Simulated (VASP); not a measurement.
CuO:

```
Cu O
1.0
     2.34185   -1.71130    0.00000
     2.34185    1.71130    0.00000
    -0.85003    0.00000    5.05787
Cu O
2 2
Direct
  0.50000 0.00000 0.50000
  0.00000 0.50000 0.00000
  0.41840 0.58160 0.75000
  0.58160 0.41840 0.25000
```

| Item | Value |
| --- | --- |
| Program | VASP 6.6.1 |
| Task | relaxation of cell and atoms |
| Functional | PBE |
| Potentials or basis | VASP PAW PBE potentials, release 64 (Cu, O) |
| Cutoff | 600 eV |
| k mesh | 10 × 10 × 5 |
| Occupations | fermi-dirac, width 0.05 eV |
| Spin | no spin polarisation |

At the start: pressure 6.3 GPa; volume 10.13 Å³/atom.

Task: How do energy, volume and symmetry change on relaxing?

Result: Over 47 steps the energy falls by 47.8 meV/atom and the volume is 11.20 Å³/atom (+10.5 %); space group C2/c (No. 15, to 0.1 Å) before, Cccm (No. 66, to 0.1 Å).

Step by step:
```csv
step,energy change (eV),largest force (eV/Å),pressure (GPa),volume (Å³)
1,0.0000,0.2189,6.32,40.54
3,-0.0344,0.2877,-0.49,42.21
5,-0.0762,0.0536,0.15,42.86
7,-0.0797,0.0648,0.81,43.09
9,-0.1189,0.0052,-1.09,44.29
11,-0.1534,0.0425,-3.14,45.82
13,-0.1706,0.0373,0.09,44.99
15,-0.1783,0.0324,-0.26,45.09
17,-0.1827,0.0244,0.81,44.31
19,-0.1871,0.0285,0.24,44.65
21,-0.1875,0.0370,-0.27,44.78
23,-0.1877,0.0413,-0.49,44.88
25,-0.1887,0.0497,-0.49,44.91
27,-0.1901,0.0458,0.06,44.75
29,-0.1901,0.0440,0.16,44.72
31,-0.1903,0.0313,0.18,44.73
33,-0.1906,0.0068,-0.17,44.82
35,-0.1907,0.0102,-0.13,44.82
37,-0.1907,0.0405,0.30,44.70
39,-0.1909,0.0247,0.12,44.75
41,-0.1911,0.0015,0.05,44.74
43,-0.1912,0.0023,-0.21,44.85
45,-0.1913,0.0025,-0.15,44.82
47,-0.1913,0.0030,-0.05,44.81
```

Final structure:
```
Cu O
1.0
     2.13192   -2.02744    0.16551
     2.13192    2.02744    0.16551
    -0.41613    0.00000    5.15140
Cu O
2 2
Direct
  0.50000 0.00000 0.50000
  0.00000 0.50000 0.00000
  0.49935 0.50065 0.75000
  0.50065 0.49935 0.25000
```
